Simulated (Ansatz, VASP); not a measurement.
# WO: VASP beside Ansatz

```xyz
2
Lattice="0.0000 2.3467 2.3467 2.3467 0.0000 2.3467 2.3467 2.3467 0.0000" Properties=species:S:1:pos:R:3 pbc="T T T"
W     0.0000    0.0000    0.0000
O     1.1734    1.1734    1.1734
```

Alike in both runs: task single point; functional PBE; k mesh 10 × 10 × 10; occupations gaussian, width 0.02 eV; collinear spin; Hubbard terms W d U = 6.2 eV.

```csv
,VASP,Ansatz
version,VASP 6.6.1,Ansatz 0.2.0
potentials or method,"VASP PAW PBE potentials, release 64 (W_sv, O), cutoff 520 eV","scalar-relativistic, plane waves, PAW"
valence electrons in the cell,20,20
```

```csv
,VASP,Ansatz,Ansatz less VASP
gap on the k mesh at the Fermi level (eV),0.46,1.01,+0.556
least direct gap on the mesh (eV),1.08,1.53,+0.453
pressure (GPa),27.3,19.4,-7.95
net moment per atom (μB),1.00,1.00,-0.001
size of the moment on the site where the two differ most (μB),1.70,0.96,-0.743
```

Site moments also hang on the region over which each program counts them. The programs project onto different local orbitals, so the same U acts differently, and such runs can settle in different states.

Spin-orbit coupling is off throughout.
